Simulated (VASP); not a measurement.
A run of VASP 6.6.1:

INCAR

```
ALGO = Normal
EDIFF = 1E-7
ENCUT = 520
GGA = PE
ISIF = 2
ISMEAR = -1
LASPH = True
LCHARG = False
LREAL = False
LWAVE = False
NBANDS = 14
NELM = 100
PREC = Accurate
SIGMA = 0.1
```

KPOINTS

```
k-points
0
Gamma
  12 12 12
```

Contents of POSCAR:

```
Bi
1.0
    0.0000000000      2.5158775227      2.5158775227
    2.5158775227      0.0000000000      2.5158775227
    2.5158775227      2.5158775227      0.0000000000
Bi
1
Direct
    0.0000000000      0.0000000000      0.0000000000
```

Potentials or basis: VASP PAW PBE potentials, release 64 (Bi_d).

The run is started by

```bash
$ cat potpaw_PBE.64/Bi_d/POTCAR > POTCAR
$ mpirun -np 1 vasp_std > vasp.out
```

Hardware: 1 thread of Intel(R) Xeon(R) Platinum 8488C (Sapphire Rapids), with other jobs on the host.

Problem. How long does it take, and how much memory?

Solution. Run time: 17 s on 1 thread of Intel(R) Xeon(R) Platinum 8488C (Sapphire Rapids), on a shared host, peak memory 0.16 GiB. Counts: scf iterations 11, k points 72.
